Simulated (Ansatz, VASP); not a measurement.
## One calculation of ZnSnN2, two programs

Contents of INCAR:

```
PREC = Accurate
ENCUT = 520
EDIFF = 1E-6
ISMEAR = -1
SIGMA = 0.02
LREAL = F
LASPH = T
NELM = 60
ALGO = Normal
ISIF = 2
LWAVE = F
LCHARG = F
GGA = PE
NBANDS = 26
```

Contents of KPOINTS:

```
Automatic mesh
0
Gamma
  10 10 10
```

Contents of POSCAR:

```
ZnSnN2
1.0
    1.5836871949      0.9143422282      5.1498172099
   -1.5836871949      0.9143422282      5.1498172099
    0.0000000000     -1.8286844567      5.1498172098
Zn Sn N
1 1 2
Direct
    1.0000000000      0.0000000000      0.0000000000
    0.5000000000      0.5000000000      0.5000000000
    0.2464698245      0.2464698245      0.2464698245
    0.7535301755      0.7535301755      0.7535301755
```

Input for Ansatz:

```yaml
crystal:
  lattice:
    - [1.5836871949, 0.9143422282, 5.1498172099]
    - [-1.5836871949, 0.9143422282, 5.1498172099]
    - [0.0, -1.8286844567, 5.1498172098]
  atoms:
    - { symbol: Zn, position: [1.0, 0.0, 0.0] }
    - { symbol: Sn, position: [0.5, 0.5, 0.5] }
    - { symbol: "N", position: [0.2464698245, 0.2464698245, 0.2464698245] }
    - { symbol: "N", position: [0.7535301755, 0.7535301755, 0.7535301755] }
kpoints:
  mp_grid: { grid: [10, 10, 10] }
  band_path:
    path:
      - [[0.0, 0.0, 0.0], [0.5, 0.5, 0.5], [0.812317691021, 0.187682308979, 0.5]]
      - [[0.5, -0.187682308979, 0.187682308979], [0.5, -9.980753443208e-17, -1.204637395129e-16], [0.0, 0.0, 0.0], [0.3438411544895, -0.3438411544895, 5.121415360545e-19]]
      - [[0.6561588455105, -5.020850227149e-17, 0.3438411544895], [0.5, -7.395388543841e-18, 0.5], [0.0, 0.0, 0.0]]
    npoints: 10
hamiltonian:
  xc: pbe
scf:
  occupations: { method: fermi_dirac, width: 0.02 }
  n_extra_bands: 5
output:
  forces: true
  stress: true
  eigenvalues: true
  write_density: true
  write_potential: true
  elf: true
  volumetric_format: npy
```

Alike in both runs: task single point; functional PBE; k mesh 10 × 10 × 10; occupations fermi-dirac, width 0.02 eV; no spin polarisation.

|  | VASP | Ansatz |
| --- | --- | --- |
| version | VASP 6.6.1 | Ansatz 0.2.0 |
| potentials or method | VASP PAW PBE potentials, release 64 (Zn, Sn_d, N) | plane waves, PAW |
| plane-wave cutoff (eV) | 520 | 420 |
| valence electrons in the cell | 36 | 36 |

|  | VASP | Ansatz | Ansatz less VASP |
| --- | --- | --- | --- |
| gap on the k mesh at the Fermi level (eV) | 0.73 | 0.74 | +0.002 |
| pressure (GPa) | 6.9 | 6.5 | -0.40 |
| traceless stress, the component that is largest in VASP (GPa) | -0.11 | -0.13 | -0.026 |
| rms of the force components (eV/Å) | 0.076 | 0.077 | +0.0012 |

Atom by atom the forces differ by 0.001 eV/Å (rms over components). The functional is the same, so the differences come from potentials, cutoffs and numerics.
